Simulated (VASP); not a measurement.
**Ta3N: single point with PBEsol+U**

The system is Ta3N.

```xyz
4
Lattice="3.0002 0.0000 0.0000 -1.5001 2.5983 0.0000 0.0000 0.0000 7.4922" Properties=species:S:1:pos:R:3 pbc="T T T"
Ta    1.5001    0.8661    6.1957
Ta    0.0000    1.7322    1.2965
Ta    0.0000    0.0000    3.7461
N     0.0000    0.0000    0.0000
```

| Property | Result |
| --- | --- |
| Program | VASP 6.6.1 |
| Task | single point |
| Functional | PBEsol |
| Potentials or basis | VASP PAW PBE potentials, release 64 (Ta_sv_GW, N) |
| Cutoff | 600 eV |
| k mesh | 10 × 10 × 4 |
| Occupations | fermi-dirac, width 0.05 eV |
| Spin | no spin polarisation |
| Hubbard terms | Ta d U = 2.0 eV |

The pressure is 4.7 GPa. The largest force is 0.185 eV/Å and the band gap on the k mesh is zero (band 22 reaches 11.94 eV, above the bottom of band 23 at 11.32 eV).

Forces in eV/Å, atoms in the order of the input:
```
Ta   0.000  0.000 -0.185
Ta   0.000  0.000  0.185
Ta   0.000  0.000  0.000
N    0.000  0.000  0.000
```

Stress tensor (GPa, compression positive):
```
4.95 0.00 0.00
0.00 4.95 0.00
0.00 0.00 4.31
```

Levels at points of the mesh, in eV from the Fermi level:
| k point | band 18 | band 19 | band 20 | band 21 | band 22 | band 23 | band 24 | band 25 | band 26 | band 27 |
| --- | --- | --- | --- | --- | --- | --- | --- | --- | --- | --- |
| (0.00, 0.00, 0.00) | -3.72 | -1.62 | -0.43 | -0.43 | -0.40 | 0.38 | 0.38 | 0.92 | 1.98 | 1.98 |
| (0.50, 0.00, 0.00) | -3.91 | -3.21 | -1.29 | -0.58 | 0.14 | 0.82 | 0.86 | 3.68 | 4.17 | 4.67 |
| (0.00, 0.00, 0.50) | -3.96 | -1.40 | -1.24 | -0.23 | -0.23 | 0.64 | 0.64 | 1.20 | 1.44 | 1.44 |
| (0.50, 0.00, 0.50) | -3.84 | -3.00 | -1.44 | -1.31 | 0.07 | 0.93 | 1.41 | 2.61 | 4.59 | 4.75 |

Eigenvalues of the final occupation matrices:
| site | spin | trace | eigenvalues |
| --- | --- | --- | --- |
| site 1 d | 1 | 1.17 | 0.21 0.21 0.24 0.24 0.25 |
| site 1 d | 2 | 1.17 | 0.21 0.21 0.24 0.24 0.25 |
| site 2 d | 1 | 1.17 | 0.21 0.21 0.24 0.24 0.25 |
| site 2 d | 2 | 1.17 | 0.21 0.21 0.24 0.24 0.25 |
| site 3 d | 1 | 1.08 | 0.16 0.16 0.24 0.24 0.28 |
| site 3 d | 2 | 1.08 | 0.16 0.16 0.24 0.24 0.28 |

Run time: 58 s on 1 thread of Intel(R) Xeon(R) 6975P-C (Granite Rapids) (shared host), peak memory 0.23 GiB.

Caveat: the PAW data sets were made with another functional, which shifts forces and pressure a little; spin-orbit coupling is left out, which moves the levels of the heavy elements; U without spin polarisation on a metal has little footing.
